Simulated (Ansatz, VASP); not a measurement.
# One calculation of Ti, two programs

```
CELL_PARAMETERS angstrom
-1.64100 1.64100 1.64100
1.64100 -1.64100 1.64100
1.64100 1.64100 -1.64100
ATOMIC_POSITIONS crystal
Ti 0.00000 0.00000 0.00000
```

Alike in both runs: task relaxation of cell and atoms; functional PBEsol; k mesh 8 × 8 × 8; occupations gaussian, width 0.1 eV; no spin polarisation.

|  | VASP | Ansatz |
| --- | --- | --- |
| version | VASP 6.6.1 | Ansatz 0.2.0 |
| potentials or method | VASP PAW PBE potentials, release 64 (Ti_sv), cutoff 600 eV | scalar-relativistic, plane waves, PAW |
| valence electrons in the cell | 12 | 12 |

|  | VASP | Ansatz | Ansatz less VASP |
| --- | --- | --- | --- |
| gap on the k mesh at the Fermi level, each at its own relaxed structure (eV) | none | none | - |
| relaxed volume (Å³/atom) | 16.51 | 16.54 | +0.039 |
| relaxed length of the cell vector where the two differ most in proportion (Å) | 2.778 | 2.780 | +0.0022 |

VASP's potentials were made for PBE, not for PBEsol. A gap of «none» marks a metal or a gap that the smearing closes.
